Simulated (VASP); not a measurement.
# Ti4GeO7 (a cell with a defect) in VASP: further runs

Ti4GeO7 (a cell with a defect) is run at these levels: PBEsol; tasks: single point.

All numbers are computed with VASP 6.6.1; they aren't measurements. Logs are shortened: lines on timing, memory, paths and dates and some standing lists are left out, and cuts for length are marked.

## Step 1: The cell of the first run

The cell holds a defect, 12 atoms: a = 4.591 Å, b = 4.591 Å, c = 5.878 Å, α = 90.00°, β = 90.00°, γ = 90.00°.

## Step 2: Single point, PBEsol

File INCAR:

```
ALGO     = Normal         # electronic algorithm
EDIFF    = 1E-6           # SCF threshold, eV
ENCUT    = 520            # plane-wave cutoff, eV
GGA      = PS             # functional
GGA_COMPAT= False        
ISIF     = 2              # what is computed and relaxed
ISMEAR   = -1             # smearing method
LASPH    = True           # aspherical terms in the spheres
LCHARG   = True           # write CHGCAR
LELF     = True           # ELF
LREAL    = False          # projectors in reciprocal space
LVHAR    = True         
LWAVE    = False          # write WAVECAR
NBANDS   = 64             # bands
NELM     = 120            # most SCF steps
PREC     = Accurate       # precision mode
SIGMA    = 0.05           # smearing width, eV
```

File KPOINTS:

```
k-points
0
Gamma
  2 2 1
```

File POSCAR:

```
Ti4GeO7
1.0
    4.5914140000      0.0000000000      0.0000000000
    0.0000000000      4.5914140000      0.0000000000
    0.0000000000      0.0000000000      5.8777420000
Ti O Ge
4 7 1
Direct
    0.0048450000      0.0030780000      0.9977000000
    0.9980710000      0.9947560000      0.5042900000
    0.4916210000      0.4999170000      0.2507080000
    0.4984540000      0.5014520000      0.7501960000
    0.3015220000      0.2980480000      0.0004790000
    0.6957780000      0.6942540000      0.0007880000
    0.6969900000      0.6929650000      0.4959460000
    0.1989420000      0.8100220000      0.2493020000
    0.2035580000      0.8070580000      0.7470760000
    0.8068410000      0.1956040000      0.2513740000
    0.8021870000      0.1993850000      0.7499090000
    0.3040790000      0.3147750000      0.5024520000
```

Potentials or basis: VASP PAW PBE potentials, release 64 (Ti_sv, O, Ge_d).

Launch:

```bash
$ cat potpaw_PBE.64/Ti_sv/POTCAR potpaw_PBE.64/O/POTCAR potpaw_PBE.64/Ge_d/POTCAR > POTCAR
$ mpirun -np 1 vasp_std > vasp.out
```

OUTCAR:

```text
EDIFF = 1E-6
   ENCUT = 520
   GGA = PS
   ISIF = 2
   ISMEAR = -1
   LASPH = True
   LREAL = False
   NELM = 120
   PREC = Accurate

 ion  position               nearest neighbor table
   1  0.005  0.003  0.998-   5 1.92   8 1.94  11 1.95   9 1.95  10 1.96   6 2.01   2 2.90
   2  0.998  0.995  0.504-   9 1.92  11 1.94   8 1.95  10 1.96   7 1.96  12 2.03   1 2.90
   3  0.492  0.500  0.251-  12 1.91   7 1.94   5 1.95   6 1.96   8 1.96  10 2.01
   4  0.498  0.501  0.750-  12 1.91   6 1.94   9 1.95   7 1.96   5 1.96  11 1.97
   5  0.302  0.298  0.000-   1 1.92   3 1.95   4 1.96
   6  0.696  0.694  0.001-   4 1.94   3 1.96   1 2.01
   7  0.697  0.693  0.496-   3 1.94   2 1.96   4 1.96
   8  0.199  0.810  0.249-   1 1.94   2 1.95   3 1.96
   9  0.204  0.807  0.747-   2 1.92   4 1.95   1 1.95
  10  0.807  0.196  0.251-   1 1.96   2 1.96   3 2.01
  11  0.802  0.199  0.750-   2 1.94   1 1.95   4 1.97
  12  0.304  0.315  0.502-   4 1.91   3 1.91   2 2.03

  LATTYP: Found a simple tetragonal cell.
 ALAT       =     4.5914140000
 C/A-ratio  =     1.2801594454

  Lattice vectors:

 A1 = (   4.5914140000,   0.0000000000,   0.0000000000)
 A2 = (   0.0000000000,   4.5914140000,   0.0000000000)
 A3 = (   0.0000000000,   0.0000000000,   5.8777420000)

Analysis of symmetry for initial positions (statically):
=====================================================================
 Subroutine PRICEL returns:
 Original cell was already a primitive cell.

 Routine SETGRP: Setting up the symmetry group for a
 simple tetragonal supercell.

 Subroutine GETGRP returns: Found  1 space group operations
 (whereof  1 operations were pure point group operations)
 out of a pool of 16 trial point group operations.

The static configuration has the point symmetry C_1 .

Analysis of symmetry for dynamics (positions and initial velocities):
=====================================================================
 Subroutine PRICEL returns:
 Original cell was already a primitive cell.

 Routine SETGRP: Setting up the symmetry group for a
 simple tetragonal supercell.

 Subroutine GETGRP returns: Found  1 space group operations
 (whereof  1 operations were pure point group operations)
 out of a pool of 16 trial point group operations.

The dynamic configuration has the point symmetry C_1 .

 Subroutine INISYM returns: Found  1 space group operations
 (whereof  1 operations are pure point group operations),
 and found     1 'primitive' translations

----------------------------------------------------------------------------------------

                                     Primitive cell

  volume of cell :     123.9092

  direct lattice vectors                    reciprocal lattice vectors
     4.591414000  0.000000000  0.000000000     0.217797829  0.000000000  0.000000000
     0.000000000  4.591414000  0.000000000     0.000000000  0.217797829  0.000000000
     0.000000000  0.000000000  5.877742000     0.000000000  0.000000000  0.170133361

  length of vectors
     4.591414000  4.591414000  5.877742000     0.217797829  0.217797829  0.170133361

  position of ions in fractional coordinates (direct lattice)
     0.004845000  0.003078000  0.997700000
     0.998071000  0.994756000  0.504290000
     0.491621000  0.499917000  0.250708000
     0.498454000  0.501452000  0.750196000
     0.301522000  0.298048000  0.000479000
     0.695778000  0.694254000  0.000788000
     0.696990000  0.692965000  0.495946000
     0.198942000  0.810022000  0.249302000
     0.203558000  0.807058000  0.747076000
     0.806841000  0.195604000  0.251374000
     0.802187000  0.199385000  0.749909000
     0.304079000  0.314775000  0.502452000

  ion indices of the primitive-cell ions
   primitive index   ion index
                 1           1
                 2           2
                 3           3
                 4           4
                 5           5
                 6           6
                 7           7
                 8           8
                 9           9
                10          10
                11          11
                12          12

----------------------------------------------------------------------------------------

 KPOINTS: k-points

Automatic generation of k-mesh.
 Grid dimensions read from file:
 generate k-points for:    2    2    1

 Generating k-lattice:

  Cartesian coordinates                     Fractional coordinates (reciprocal lattice)
     0.108898914  0.000000000  0.000000000     0.500000000  0.000000000  0.000000000
     0.000000000  0.108898914  0.000000000     0.000000000  0.500000000  0.000000000
     0.000000000  0.000000000  0.170133361     0.000000000  0.000000000  1.000000000

  Length of vectors
     0.108898914  0.108898914  0.170133361

  Shift w.r.t. Gamma in fractional coordinates (k-lattice)
     0.000000000  0.000000000  0.000000000

 Subroutine IBZKPT returns following result:
 ===========================================

 Found      4 irreducible k-points:

 Following reciprocal coordinates:
            Coordinates               Weight
  0.000000  0.000000  0.000000      1.000000
  0.500000  0.000000  0.000000      1.000000
  0.000000  0.500000  0.000000      1.000000
  0.500000  0.500000  0.000000      1.000000
   k-points           NKPTS =      4   k-points in BZ     NKDIM =      4   number of bands    NBANDS=     64
   number of dos      NEDOS =    301   number of ions     NIONS =     12
   total plane-waves  NPLWV =  62208
   dimension x,y,z NGX =    36 NGY =   36 NGZ =   48
   dimension x,y,z NGXF=    72 NGYF=   72 NGZF=   96
   ions per type =               4   7   1
   NGX,Y,Z   is equivalent  to a cutoff of  13.03, 13.03, 13.58 a.u.
   NGXF,Y,Z  is equivalent  to a cutoff of  26.07, 26.07, 27.15 a.u.
 SYSTEM =  unknown system
   PREC   = accura    normal or accurate (medium, high low for compatibility)
   ISTART =      0    job   : 0-new  1-cont  2-samecut
   ICHARG =      2    charge: 1-file 2-atom 10-const
   ISPIN  =      1    spin polarized calculation?
   LNONCOLLINEAR =      F non collinear calculations
   LSORBIT =      F    spin-orbit coupling
   LASPH  =      T    aspherical Exc in radial PAW
   ENCUT  =  520.0 eV  38.22 Ry    6.18 a.u.   8.54  8.54 10.93*2*pi/ulx,y,z
   NELM   =    120;   NELMIN=  2; NELMDL= -5     # of ELM steps
   EDIFF  = 0.1E-05   stopping-criterion for ELM
   LREAL  =      F    real-space projection
   EDIFFG = 0.1E-04   stopping-criterion for IOM
   NSW    =      0    number of steps for IOM
   IBRION =     -1    ionic relax: 0-MD 1-quasi-New 2-CG
   NFREE  =      0    steps in history (QN), initial steepest desc. (CG)
   ISIF   =      2    stress and relaxation
   ISYM   =      2    0-nonsym 1-usesym 2-fastsym
   POTIM  = 0.5000    time-step for ionic-motion
   TEBEG  =    0.0;   TEEND  =   0.0 temperature during run
   PSTRESS=    0.0 pullay stress
   NELECT =     104.0000    total number of electrons
   NUPDOWN=      -1.0000    fix difference up-down
   EMIN   =  10.00;   EMAX   =-10.00  energy-range for DOS
   EFERMI =   0.00;   METHOD = LEGACY
   ISMEAR =    -1;   SIGMA  =   0.05  broadening in eV -4-tet -1-fermi 0-gaus
   EFERMI_NEDOS =   21; number of points for ismear=-14 and -15
   IALGO  =     38    algorithm
   IMIX   =      4    mixing-type and parameters
     AMIX     =   0.40;   BMIX     =  1.00
     AMIX_MAG =   1.60;   BMIX_MAG =  1.00
  volume/ion in A,a.u.               =      10.33        69.68
  Fermi-wavevector in a.u.,A,eV,Ry     =   1.544252  2.918213 32.446001  2.384714
  Thomas-Fermi vector in A             =   2.649799
   LORBIT       =      0    0 simple, 1 ext, 2 COOP (PROOUT), +10 PAW based schemes
   GGA     = PS    functional components
   LHFCALC =     F    Hartree Fock is set to
   AEXX    =    0.0000 exact exchange contribution
   IVDW    =     0    specifies the selected vdW correction
   LEPSILON=     F    determine dielectric tensor
   LRPA    =     F    only Hartree local field effects (RPA)
 non-spin polarized calculation
  energy-cutoff  :      520.00
  volume of cell :      123.91
 maximum number of plane-waves:      3346
 NGX is ok and might be reduce to    36
   NGX = 17   NGY = 17   NGZ = 21

 number of electron     103.9999999 magnetization

 Free energy of the ion-electron system (eV)
  ---------------------------------------------------
  ext. energy  EPLUGINS =         0.00000000
  ---------------------------------------------------
  free energy    TOTEN  =       -94.86404045 eV

  energy without entropy =      -94.78833971  energy(sigma->0) =      -94.82619008

 E-fermi :   7.1059     XC(G=0): -12.1130

 val. band max:        7.0585904274   @ k =   0.5000   0.0000   0.0000
 cond. band min:       7.1488319474   @ k =   0.0000   0.0000   0.0000
 fundamental gap:      0.0902415200
 Fermi energy:         7.1059495614

 k-point     1 :       0.0000    0.0000    0.0000
  band No.  band energies     occupation
      1     -50.7797      2.00000
      2     -50.1147      2.00000
      3     -49.9568      2.00000
      4     -49.8971      2.00000
      5     -27.3587      2.00000
      6     -27.1689      2.00000
[... 56 lines left out ...]
     63       9.9995      0.00000
     64      10.5521      0.00000

 k-point     2 :       0.5000    0.0000    0.0000
  band No.  band energies     occupation
      1     -50.7796      2.00000
      2     -50.1141      2.00000
      3     -49.9573      2.00000
      4     -49.8970      2.00000
      5     -27.3620      2.00000
      6     -27.1664      2.00000
[... 56 lines left out ...]
     63       9.9810      0.00000
     64      10.0182      0.00000

 k-point     3 :       0.0000    0.5000    0.0000
  band No.  band energies     occupation
      1     -50.7796      2.00000
      2     -50.1141      2.00000
      3     -49.9573      2.00000
      4     -49.8970      2.00000
      5     -27.3621      2.00000
      6     -27.1666      2.00000
[... 56 lines left out ...]
     63       9.9791      0.00000
     64      10.0438      0.00000

 k-point     4 :       0.5000    0.5000    0.0000
  band No.  band energies     occupation
      1     -50.7795      2.00000
      2     -50.1140      2.00000
      3     -49.9572      2.00000
      4     -49.8970      2.00000
      5     -27.3577      2.00000
      6     -27.1726      2.00000
[... 56 lines left out ...]
     63       9.7576      0.00000
     64       9.8621      0.00000

------------------------ aborting loop because EDIFF is reached ----------------------------------------

  FORCE on cell =-STRESS in cart. coord.  units (eV):
  Direction    XX          YY          ZZ          XY          YZ          ZX
  --------------------------------------------------------------------------------------
  -------------------------------------------------------------------------------------
  Total       25.9027586     26.6207882     37.7010128     20.0280221     -0.1788246      0.2152289
  in kB      334.9293248    344.2136312    487.4837822    258.9674723     -2.3122480      2.7829651
  external PRESSURE =     388.8755794 kB  Pullay stress =       0.0000000 kB

 VOLUME and BASIS-vectors are now :
 -----------------------------------------------------------------------------
  energy-cutoff  :      520.00
  volume of cell :      123.91
      direct lattice vectors                 reciprocal lattice vectors
     4.591414000  0.000000000  0.000000000     0.217797829  0.000000000  0.000000000
     0.000000000  4.591414000  0.000000000     0.000000000  0.217797829  0.000000000
     0.000000000  0.000000000  5.877742000     0.000000000  0.000000000  0.170133361

 POSITION                                       TOTAL-FORCE (eV/Angst)
 -----------------------------------------------------------------------------------
      0.02225      0.01413      5.86422        -0.970022     -0.394660      0.624487
      4.58256      4.56734      2.96409        -6.228448     -5.912342     -0.615969
      2.25724      2.29533      1.47360         6.126705      5.642690     -9.992335
      2.28861      2.30237      4.40946         6.269094      5.664416      9.493471
      1.38441      1.36846      0.00282        -0.532471     -0.414643     -0.067324
      3.19460      3.18761      0.00463         1.952924      1.923743     -0.020072
      3.20017      3.18169      2.91504         0.448170      0.386921      0.314186
      0.91343      3.71915      1.46533         0.002859     -0.328655      0.056865
      0.93462      3.70554      4.39112        -0.153971     -0.174604      0.176683
      3.70454      0.89810      1.47751        -0.168105      0.022934     -0.041968
      3.68317      0.91546      4.40777        -0.072935     -0.251317     -0.088870
      1.39615      1.44526      2.95328        -6.673799     -6.164483      0.160847
 -----------------------------------------------------------------------------------
    total drift:                               -0.000093     -0.001339     -0.000863

  FREE ENERGIE OF THE ION-ELECTRON SYSTEM (eV)
  ---------------------------------------------------
  free  energy   TOTEN  =       -94.8640404540 eV

  energy  without entropy=      -94.7883397067  energy(sigma->0) =      -94.82619008
```

Run time: 1.8 min. Hardware: 1 thread of Intel Xeon 8259CL, shared host; peak memory 0.24 GiB.

What came out:

- Free energy: -94.8640 eV
- Pressure: 38.9 GPa
- Largest force: 13.009 eV/Å
- Band gap on the k mesh: zero (bands 52 and 53 overlap by 0.13 eV)

Forces in eV/Å, atoms in the order of the input:
```
Ti  -0.970 -0.395  0.624
Ti  -6.228 -5.912 -0.616
Ti   6.127  5.643 -9.992
Ti   6.269  5.664  9.493
O   -0.532 -0.415 -0.067
O    1.953  1.924 -0.020
O    0.448  0.387  0.314
O    0.003 -0.329  0.057
O   -0.154 -0.175  0.177
O   -0.168  0.023 -0.042
O   -0.073 -0.251 -0.089
Ge  -6.674 -6.164  0.161
```

Stress tensor (GPa, compression positive):
```
33.49 25.90  0.28
25.90 34.42 -0.23
 0.28 -0.23 48.75
```

Caveat: the k points lie up to 1.07 Å⁻¹ apart, too coarse for converged energies, forces and pressures; the PAW data sets were made with another functional, which shifts forces and pressure a little; semilocal functionals often make such compounds metallic where correlation or magnetic order opens a gap, which also shifts bond lengths.

(Part 1 of 2 ends here.)

The gap in the log of VASP goes by the Fermi energy; the results here count the filled bands.